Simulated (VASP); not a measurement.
Si2Mo, 9 atoms in the cell. The cell holds a slab with vacuum, 9 atoms: a = 3.190 Å, b = 4.515 Å, c = 24.887 Å, α = 90.00°, β = 90.00°, γ = 110.69°. 

```yaml
Program: VASP 6.6.1
Task: single point
Functional: PBEsol
Potentials_or_basis: VASP PAW PBE potentials, release 64 (Si, Mo_sv)
Cutoff: 520 eV
k_mesh: 10 × 7 × 1
Occupations: gaussian, width 0.1 eV
Spin: no spin polarisation
Dipole_correction: yes
Further_INCAR_settings: ALGO = Normal; EDIFF = 1e-06; NBANDS = 43; ISYM = 0
```

Potentials or basis: VASP PAW PBE potentials, release 64 (Si, Mo_sv).

Launch:

```sh
$ cat potpaw_PBE.64/Si/POTCAR potpaw_PBE.64/Mo_sv/POTCAR > POTCAR
$ mpirun -np 1 vasp_std > vasp.out
```

Hardware: 1 thread of Intel(R) Xeon(R) 6975P-C (Granite Rapids), on a shared host.

**Question.** Estimate the wall time of this run.

**Answer.** It took 9.2 min on 1 thread of Intel(R) Xeon(R) 6975P-C (Granite Rapids) (shared host), peak memory 0.63 GiB. Counts: scf iterations 28, k points 36.
